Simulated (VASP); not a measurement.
# CuI (P4/nmm) in VASP: settings compared

Aim: see how the results for CuI move with the level of theory and the settings. Levels: PBEsol+D3(BJ), LDA, PBEsol. Tasks: relaxation of cell and atoms.

Everything below comes from runs of VASP 6.6.1. Logs are shortened: lines on timing, memory, paths and dates and some standing lists are left out, and cuts for length are marked.

## 1. The cell of the first run

The structure is tetragonal, space group P4/nmm (No. 129). The conventional cell has a = 4.023 Å, b = 4.023 Å, c = 5.651 Å, α = 90.00°, β = 90.00°, γ = 90.00°. Cu (site symmetry -4m2) has 4 I at 2.60 Å and 4 Cu at 2.84 Å within 3.4 Å. I (site symmetry 4mm) has 4 Cu at 2.60 Å within 3.4 Å.

## 2. Relaxation of cell and atoms, PBEsol+D3(BJ)

File INCAR:

```
PREC     = Accurate       # precision mode
ENCUT    = 600            # plane-wave cutoff, eV
EDIFF    = 1E-7           # SCF threshold, eV
ISMEAR   = 0              # smearing method
SIGMA    = 0.01           # smearing width, eV
LREAL    = F              # projectors in reciprocal space
LASPH    = T              # aspherical terms in the spheres
NELM     = 60             # most SCF steps
ALGO     = Normal         # electronic algorithm
ISIF     = 3              # what is computed and relaxed
LWAVE    = F              # write WAVECAR
LCHARG   = F              # write CHGCAR
GGA      = PS             # functional
IVDW     = 12             # dispersion correction
IBRION   = 2              # ionic algorithm
NSW      = 60             # ionic steps
EDIFFG   = -0.01          # ionic threshold
```

File KPOINTS:

```
Automatic mesh
0
Gamma
  6 6 4
```

File POSCAR:

```
CuI
1.0
    4.0229000000      0.0000000000      0.0000000000
    0.0000000000      4.0229000000      0.0000000000
    0.0000000000      0.0000000000      5.6506000000
Cu I
2 2
Direct
    0.0000000000      0.0000000000      0.0000000000
    0.5000000000      0.5000000000      0.0000000000
    0.0000000000      0.5000000000      0.2913000000
    0.5000000000      0.0000000000      0.7087000000
```

Potentials or basis: VASP PAW PBE potentials, release 64 (Cu, I).

Launch:

```bash
cat potpaw_PBE.64/Cu/POTCAR potpaw_PBE.64/I/POTCAR > POTCAR
mpirun -np 1 vasp_std > vasp.out
```

OUTCAR:

```text
PREC = Accurate
   ENCUT = 600
   EDIFF = 1E-7
   ISMEAR = 0
   LREAL = F
   LASPH = T
   NELM = 60
   ISIF = 3
   GGA = PS
   IVDW = 12
   IBRION = 2
   NSW = 60
   EDIFFG = -0.01
 IVDW          = 12

 ion  position               nearest neighbor table
   1  0.000  0.000  0.000-   3 2.60   4 2.60   3 2.60   4 2.60
   2  0.500  0.500  0.000-   3 2.60   4 2.60   4 2.60   3 2.60
   3  0.000  0.500  0.291-   1 2.60   2 2.60   1 2.60   2 2.60
   4  0.500  0.000  0.709-   1 2.60   2 2.60   2 2.60   1 2.60

  LATTYP: Found a simple tetragonal cell.
 ALAT       =     4.0229000000
 C/A-ratio  =     1.4046086157

  Lattice vectors:

 A1 = (   4.0229000000,   0.0000000000,   0.0000000000)
 A2 = (   0.0000000000,   4.0229000000,   0.0000000000)
 A3 = (   0.0000000000,   0.0000000000,   5.6506000000)

Analysis of symmetry for initial positions (statically):
=====================================================================
 Subroutine PRICEL returns:
 Original cell was already a primitive cell.

 Routine SETGRP: Setting up the symmetry group for a
 simple tetragonal supercell.

 Subroutine GETGRP returns: Found 16 space group operations
 (whereof  8 operations were pure point group operations)
 out of a pool of 16 trial point group operations.

The static configuration has the point symmetry D_2d.
 The point group associated with its full space group is D_4h.

Analysis of symmetry for dynamics (positions and initial velocities):
=====================================================================
 Subroutine PRICEL returns:
 Original cell was already a primitive cell.

 Routine SETGRP: Setting up the symmetry group for a
 simple tetragonal supercell.

 Subroutine GETGRP returns: Found 16 space group operations
 (whereof  8 operations were pure point group operations)
 out of a pool of 16 trial point group operations.

The dynamic configuration has the point symmetry D_2d.
 The point group associated with its full space group is D_4h.

 Subroutine INISYM returns: Found 16 space group operations
 (whereof  8 operations are pure point group operations),
 and found     1 'primitive' translations

----------------------------------------------------------------------------------------

                                     Primitive cell

  volume of cell :      91.4478

  direct lattice vectors                    reciprocal lattice vectors
     4.022900000  0.000000000  0.000000000     0.248576897  0.000000000  0.000000000
     0.000000000  4.022900000  0.000000000     0.000000000  0.248576897  0.000000000
     0.000000000  0.000000000  5.650600000     0.000000000  0.000000000  0.176972357

  length of vectors
     4.022900000  4.022900000  5.650600000     0.248576897  0.248576897  0.176972357

  position of ions in fractional coordinates (direct lattice)
     0.000000000  0.000000000  0.000000000
     0.500000000  0.500000000  0.000000000
     0.000000000  0.500000000  0.291300000
     0.500000000  0.000000000  0.708700000

  ion indices of the primitive-cell ions
   primitive index   ion index
                 1           1
                 2           2
                 3           3
                 4           4

----------------------------------------------------------------------------------------

 KPOINTS: Automatic mesh

Automatic generation of k-mesh.
 Grid dimensions read from file:
 generate k-points for:    6    6    4

 Generating k-lattice:

  Cartesian coordinates                     Fractional coordinates (reciprocal lattice)
     0.041429483  0.000000000  0.000000000     0.166666667  0.000000000  0.000000000
     0.000000000  0.041429483  0.000000000     0.000000000  0.166666667  0.000000000
     0.000000000  0.000000000  0.044243089     0.000000000  0.000000000  0.250000000

  Length of vectors
     0.041429483  0.041429483  0.044243089

  Shift w.r.t. Gamma in fractional coordinates (k-lattice)
     0.000000000  0.000000000  0.000000000

 Subroutine IBZKPT returns following result:
 ===========================================

 Found     30 irreducible k-points:

 Following reciprocal coordinates:
            Coordinates               Weight
  0.000000  0.000000  0.000000      1.000000
  0.166667  0.000000  0.000000      4.000000
  0.333333  0.000000  0.000000      4.000000
  0.500000  0.000000  0.000000      2.000000
  0.166667  0.166667  0.000000      4.000000
  0.333333  0.166667  0.000000      8.000000
[... 16 lines left out ...]
  0.333333  0.000000  0.500000      4.000000
  0.500000  0.000000  0.500000      2.000000
 [... further k-points ...]
   k-points           NKPTS =     30   k-points in BZ     NKDIM =     30   number of bands    NBANDS=     22
   number of dos      NEDOS =    301   number of ions     NIONS =      4
   total plane-waves  NPLWV =  49152
   dimension x,y,z NGX =    32 NGY =   32 NGZ =   48
   dimension x,y,z NGXF=    64 NGYF=   64 NGZF=   96
   ions per type =               2   2
[... 13 lines left out ...]
   LREAL  =      F    real-space projection
   EDIFFG = -.1E-01   stopping-criterion for IOM
   NSW    =     60    number of steps for IOM
   IBRION =      2    ionic relax: 0-MD 1-quasi-New 2-CG
   NFREE  =      1    steps in history (QN), initial steepest desc. (CG)
   ISIF   =      3    stress and relaxation
   ISYM   =      2    0-nonsym 1-usesym 2-fastsym
   POTIM  = 0.5000    time-step for ionic-motion
   TEBEG  =    0.0;   TEEND  =   0.0 temperature during run
   PSTRESS=    0.0 pullay stress
   NELECT =      36.0000    total number of electrons
   NUPDOWN=      -1.0000    fix difference up-down
   EMIN   =  10.00;   EMAX   =-10.00  energy-range for DOS
   EFERMI =   0.00;   METHOD = LEGACY
   ISMEAR =     0;   SIGMA  =   0.01  broadening in eV -4-tet -1-fermi 0-gaus
   EFERMI_NEDOS =   21; number of points for ismear=-14 and -15
   IALGO  =     38    algorithm
   IMIX   =      4    mixing-type and parameters
     AMIX     =   0.40;   BMIX     =  1.00
     AMIX_MAG =   1.60;   BMIX_MAG =  1.00
  volume/ion in A,a.u.               =      22.86       154.28
  Fermi-wavevector in a.u.,A,eV,Ry     =   1.199825  2.267341 19.586682  1.439581
  Thomas-Fermi vector in A             =   2.335678
   LORBIT       =      0    0 simple, 1 ext, 2 COOP (PROOUT), +10 PAW based schemes
   GGA     = PS    functional components
   LHFCALC =     F    Hartree Fock is set to
   AEXX    =    0.0000 exact exchange contribution
   IVDW    =    12    specifies the selected vdW correction
   LEPSILON=     F    determine dielectric tensor
   LRPA    =     F    only Hartree local field effects (RPA)
 conjugate gradient relaxation of ions
 non-spin polarized calculation
 Gauss-broadening in eV      SIGMA  =   0.01
  energy-cutoff  :      600.00
  volume of cell :       91.45
 maximum number of plane-waves:      3080
   NGX = 17   NGY = 17   NGZ = 23

--------------------------------------- Ionic step        1  -------------------------------------------

 number of electron      36.0000007 magnetization

 Free energy of the ion-electron system (eV)
  ---------------------------------------------------
  ext. energy  EPLUGINS =         0.00000000
  ---------------------------------------------------
  free energy    TOTEN  =       -12.52099956 eV

  energy without entropy =      -12.52099956  energy(sigma->0) =      -12.52099956

------------------------ aborting loop because EDIFF is reached ----------------------------------------

 Edisp (eV)   -1.54049

 E8    (eV) :    -1.0174

  FORCE on cell =-STRESS in cart. coord.  units (eV):
  Direction    XX          YY          ZZ          XY          YZ          ZX
  --------------------------------------------------------------------------------------
  -------------------------------------------------------------------------------------
  Total      -0.23699    -0.23699     0.54988     0.00000     0.00000     0.00000
  in kB      -4.15207    -4.15207     9.63400     0.00000     0.00000     0.00000
  external pressure =        0.44 kB  Pullay stress =        0.00 kB
[... 103 lines left out ...]
  FREE ENERGIE OF THE ION-ELECTRON SYSTEM (eV)
  ---------------------------------------------------
  free  energy   TOTEN  =       -14.0777854669 eV

  energy  without entropy=      -14.0777854669  energy(sigma->0) =      -14.07778547

[... ionic steps 4 to 9 ...]

--------------------------------------- Ionic step       10  -------------------------------------------

 number of electron      36.0000035 magnetization

------------------------ aborting loop because EDIFF is reached ----------------------------------------

 Edisp (eV)   -1.51572

 E8    (eV) :    -1.0010
[... 73 lines left out ...]
  energy  without entropy=      -14.0845313563  energy(sigma->0) =      -14.08453136

--------------------------------------- Ionic step       12  -------------------------------------------

 number of electron      36.0000034 magnetization

 Free energy of the ion-electron system (eV)
  ---------------------------------------------------
  ext. energy  EPLUGINS =         0.00000000
  ---------------------------------------------------
  free energy    TOTEN  =       -12.56780442 eV

  energy without entropy =      -12.56780442  energy(sigma->0) =      -12.56780442

 E-fermi :   6.3201     XC(G=0): -10.0852

 val. band max:        6.2424503279   @ k =   0.0000   0.0000   0.0000
 cond. band min:       7.7182723892   @ k =   0.0000   0.0000   0.0000
 fundamental gap:      1.4758220612
 Fermi energy:         6.3200618009

 k-point     1 :       0.0000    0.0000    0.0000
  band No.  band energies     occupation
      1      -8.4505      2.00000
      2      -7.2992      2.00000
      3      -0.4874      2.00000
      4       2.0981      2.00000
      5       2.2446      2.00000
      6       2.2446      2.00000
[... 574 lines left out ...]
      6       2.2431      2.00000
[... 14 lines left out ...]
     21      11.3689      0.00000
     22      11.3689      0.00000

 [... further k-points ...]

------------------------ aborting loop because EDIFF is reached ----------------------------------------

 Edisp (eV)   -1.51696

 E8    (eV) :    -1.0018

  FORCE on cell =-STRESS in cart. coord.  units (eV):
  Direction    XX          YY          ZZ          XY          YZ          ZX
  --------------------------------------------------------------------------------------
  -------------------------------------------------------------------------------------
  Total      -0.00105    -0.00105     0.02482     0.00000     0.00000     0.00000
  in kB      -0.01817    -0.01817     0.42866     0.00000     0.00000     0.00000
  external pressure =        0.13 kB  Pullay stress =        0.00 kB
[... 19 lines left out ...]
  FREE ENERGIE OF THE ION-ELECTRON SYSTEM (eV)
  ---------------------------------------------------
  free  energy   TOTEN  =       -14.0847665219 eV

  energy  without entropy=      -14.0847665219  energy(sigma->0) =      -14.08476652

 reached required accuracy - stopping structural energy minimisation
```

It took 3.6 min on 1 thread of Intel Xeon 6975P-C (Granite Rapids), shared host; peak memory 0.27 GiB.

Results:

| Item | Value |
| --- | --- |
| Free energy | -14.0848 eV |
| Relaxed volume | 23.19 Å³/atom |
| Relaxed cell | a = 3.943 Å, b = 3.943 Å, c = 5.967 Å, α = 90.00°, β = 90.00°, γ = 90.00° |
| Space group after relaxing (to 0.1 Å) | P4/nmm (No. 129) |
| Energy gained by relaxing | 5.8 meV/atom |
| Ionic steps | 12 |
| Pressure after relaxing | 0.0 GPa |
| Band gap on the k mesh | 1.48 eV |
| Dispersion energy per atom | -0.379 eV |

The path:
| step | energy change (eV) | largest force (eV/Å) | pressure (GPa) | volume (Å³) |
| --- | --- | --- | --- | --- |
| 1 | 0.0000 | 0.0572 | 0.04 | 91.45 |
| 2 | -0.0050 | 0.0593 | 0.05 | 91.53 |
| 3 | -0.0163 | 0.0629 | 0.05 | 91.74 |
| 4 | -0.0203 | 0.0740 | 0.16 | 92.02 |
| 5 | -0.0220 | 0.0681 | 0.11 | 91.94 |
| 6 | -0.0230 | 0.0372 | -0.03 | 92.46 |
| 7 | -0.0232 | 0.0246 | -0.04 | 92.69 |
| 8 | -0.0231 | 0.0006 | -0.12 | 93.14 |
| 9 | -0.0232 | 0.0136 | -0.09 | 92.88 |
| 10 | -0.0232 | 0.0154 | -0.07 | 92.85 |
| 11 | -0.0230 | 0.0428 | 0.22 | 92.56 |
| 12 | -0.0233 | 0.0004 | 0.01 | 92.77 |

Final structure:
```
CELL_PARAMETERS angstrom
3.94284 0.00000 0.00000
0.00000 3.94284 0.00000
0.00000 0.00000 5.96737
ATOMIC_POSITIONS crystal
Cu 0.00000 0.00000 0.00000
Cu 0.50000 0.50000 0.00000
I 0.00000 0.50000 0.28490
I 0.50000 0.00000 0.71510
```

Caveat: the PAW data sets were made with another functional, which shifts forces and pressure a little; spin-orbit coupling is left out, which moves the levels of the heavy elements.

## 3. Relaxation of cell and atoms, LDA

File INCAR:

```
SYSTEM = CuI
  PREC = Accurate
  ENCUT = 600
  EDIFF = 1E-6
  ISMEAR = 0
  SIGMA = 0.01
  LREAL = .FALSE.
  LASPH = .TRUE.
  NELM = 80
  ALGO = Normal
  ISIF = 3
  LWAVE = .FALSE.
  LCHARG = .FALSE.
  IBRION = 2
  NSW = 60
  EDIFFG = -0.01
```

File KPOINTS:

```
regular mesh
0
G
  6 6 4
  0 0 0
```

POSCAR is that of step 2.

Potentials or basis: VASP PAW LDA potentials, release 64 (Cu, I).

Launch:

```bash
cat potpaw_LDA.64/Cu/POTCAR potpaw_LDA.64/I/POTCAR > POTCAR
mpirun -np 1 vasp_std > vasp.out
```

It took 3.2 min on 1 thread of Intel Xeon 6975P-C (Granite Rapids), shared host; peak memory 0.24 GiB.

It converged, with:

```yaml
Free_energy: -13.9426 eV
Relaxed_volume: 24.36 Å³/atom
Relaxed_cell: a = 3.968 Å, b = 3.968 Å, c = 6.188 Å, α = 90.00°, β = 90.00°, γ = 90.00°
Space_group_after_relaxing_to_0.1_Å: P4/nmm (No. 129)
Energy_gained_by_relaxing: 15.5 meV/atom
Ionic_steps: 13
Pressure_after_relaxing: 0.0 GPa
Largest_force_after_relaxing: 0.009 eV/Å
Band_gap_on_the_k_mesh: 1.52 eV
```

Forces in eV/Å, atoms in the order of the input:
```
Cu   0.000  0.000  0.000
Cu   0.000  0.000  0.000
I    0.000  0.000  0.009
I    0.000  0.000 -0.009
```

Step by step:
```tsv
step	energy change (eV)	largest force (eV/Å)	pressure (GPa)	volume (Å³)
1	0.0000	0.3251	0.53	91.45
2	-0.0148	0.2775	0.14	92.44
3	-0.0417	0.1572	-0.51	95.46
4	-0.0397	0.0046	-1.16	101.57
5	-0.0481	0.0473	-0.83	98.54
6	-0.0511	0.2909	0.94	96.86
7	-0.0544	0.1473	0.16	97.55
8	-0.0602	0.0734	-0.02	97.52
9	-0.0620	0.0103	-0.07	97.48
10	-0.0620	0.0058	-0.06	97.48
11	-0.0620	0.0248	0.08	97.22
12	-0.0620	0.0152	0.12	97.34
13	-0.0620	0.0091	0.05	97.43
```

Final structure:
```
CELL_PARAMETERS angstrom
3.96799 0.00000 0.00000
0.00000 3.96799 0.00000
0.00000 0.00000 6.18773
ATOMIC_POSITIONS crystal
Cu 0.00000 0.00000 0.00000
Cu 0.50000 0.50000 0.00000
I 0.00000 0.50000 0.27014
I 0.50000 0.00000 0.72986
```

Levels at points of the mesh, in eV from the valence-band top:
```csv
k point,band 16,band 17,band 18,band 19,band 20,band 21
"(0.00, 0.00, 0.00)",-1.03,0.00,0.00,1.52,2.97,3.22
"(0.50, 0.00, 0.00)",-1.50,-0.63,-0.63,3.85,3.85,4.72
"(0.50, 0.50, 0.00)",-2.09,-1.43,-1.43,2.30,2.30,2.41
"(0.00, 0.00, 0.50)",-1.51,-0.52,-0.52,3.31,3.48,3.56
"(0.50, 0.00, 0.50)",-0.93,-0.58,-0.58,2.07,2.07,5.11
"(0.50, 0.50, 0.50)",-2.10,-1.29,-1.29,4.09,4.09,4.31
```

Caveat: spin-orbit coupling is left out, which moves the levels of the heavy elements.

## 4. Relaxation of cell and atoms, PBEsol

File INCAR:

```
PREC = Accurate ; ENCUT = 600
EDIFF = 1E-6 ; ISMEAR = 0
SIGMA = 0.01 ; LREAL = False
LASPH = True ; NELM = 60
ALGO = Normal ; ISIF = 3
LWAVE = False ; LCHARG = False
GGA = PS ; IBRION = 2
NSW = 60 ; EDIFFG = -0.01
```

File KPOINTS:

```
Automatic mesh
0
Gamma
  6 6 4
```

POSCAR is that of step 3.

Potentials or basis: VASP PAW PBE potentials, release 64 (Cu, I).

Launch:

```bash
cat potpaw_PBE.64/Cu/POTCAR potpaw_PBE.64/I/POTCAR > POTCAR
mpirun -np 1 vasp_std > vasp.out
```

Wall time 4.8 min (1 thread of Intel Xeon 6975P-C (Granite Rapids), shared host); peak memory 0.27 GiB.

It converged, with:

- Free energy: -12.6424 eV
- Relaxed volume: 26.05 Å³/atom
- Relaxed cell: a = 4.015 Å, b = 4.015 Å, c = 6.465 Å, α = 90.00°, β = 90.00°, γ = 90.00°
- Space group after relaxing (to 0.1 Å): P4/nmm (No. 129)
- Energy gained by relaxing: 30.3 meV/atom
- Ionic steps: 18
- Pressure after relaxing: 0.0 GPa
- Largest force after relaxing: 0.008 eV/Å
- Band gap on the k mesh: 1.53 eV

Forces in eV/Å, atoms in the order of the input:
```
Cu   0.000  0.000  0.000
Cu   0.000  0.000  0.000
I    0.000  0.000  0.008
I    0.000  0.000 -0.008
```

Step by step:
```csv
step,energy change (eV),largest force (eV/Å),pressure (GPa),volume (Å³)
1,0.0000,0.0679,2.83,91.45
2,-0.0384,0.5073,-0.63,96.90
3,-0.0398,0.4419,-0.29,96.00
4,-0.0594,0.3405,-0.16,96.84
5,-0.0962,0.0550,0.15,99.33
6,-0.0879,0.4803,1.33,104.31
7,-0.1031,0.2337,0.67,101.78
8,-0.1126,0.0286,-0.37,104.87
9,-0.1126,0.0218,-0.31,104.98
10,-0.1171,0.0311,-0.25,104.65
11,-0.1208,0.0463,0.07,104.12
12,-0.1211,0.0527,0.24,103.92
13,-0.1204,0.0711,-0.18,104.69
14,-0.1214,0.0155,0.01,104.15
15,-0.1214,0.0100,0.04,104.18
16,-0.1211,0.0310,-0.12,104.44
17,-0.1214,0.0043,-0.05,104.22
18,-0.1214,0.0077,-0.03,104.19
```

Final structure:
```
Cu I
1.0
     4.01470    0.00000    0.00000
     0.00000    4.01470    0.00000
     0.00000    0.00000    6.46452
Cu I
2 2
Direct
  0.00000 0.00000 0.00000
  0.50000 0.50000 0.00000
  0.00000 0.50000 0.26140
  0.50000 0.00000 0.73860
```

Levels at points of the mesh, in eV from the valence-band top:
```
           k point  band 15  band 16  band 17  band 18  band 19  band 20  band 21  band 22
(0.00, 0.00, 0.00)    -1.27    -0.93     0.00     0.00     1.53     3.10     3.30     4.88
(0.50, 0.00, 0.00)    -1.26    -1.26    -0.51    -0.51     3.70     3.70     4.83     4.83
(0.50, 0.50, 0.00)    -1.83    -1.83    -1.19    -1.19     2.50     2.50     2.62     2.62
(0.00, 0.00, 0.50)    -1.41    -1.27    -0.35    -0.35     3.32     3.33     3.45     4.25
(0.50, 0.00, 0.50)    -0.84    -0.84    -0.48    -0.48     2.16     2.16     5.08     5.08
(0.50, 0.50, 0.50)    -1.83    -1.83    -1.09    -1.09     3.96     3.96     4.10     4.10
```

Caveat: the PAW data sets were made with another functional, which shifts forces and pressure a little; spin-orbit coupling is left out, which moves the levels of the heavy elements; this functional lacks dispersion, which binds the layers, so the pressure and a relaxed spacing across them are unreliable. Zero-point motion and thermal expansion aren't in these numbers.

## 5. Summary

| level | potentials or basis | gap on the mesh (eV) | pressure (GPa) | relaxed volume (Å³/atom) | largest force (eV/Å) |
| --- | --- | --- | --- | --- | --- |
| PBEsol+D3(BJ) | VASP PAW PBE potentials, release 64 (Cu, I) | 1.48 | 0.0 | 23.19 | - |
| LDA | VASP PAW LDA potentials, release 64 (Cu, I) | 1.52 | 0.0 | 24.36 | 0.01 |
| PBEsol | VASP PAW PBE potentials, release 64 (Cu, I) | 1.53 | 0.0 | 26.05 | 0.01 |

Alike in all rows: task relaxation of cell and atoms; no spin polarisation; cell relaxed; k mesh 6 × 6 × 4; cutoff (eV) 600; smearing gaussian 0.01 eV.

Caveats: spin-orbit coupling is left out, which moves the levels of the heavy elements; the PAW data sets were made with another functional, which shifts forces and pressure a little (at least some runs); this functional lacks dispersion, which binds the layers, so the pressure and a relaxed spacing across them are unreliable (at least some runs).

Absolute energies hang on the potentials; compare differences alone.
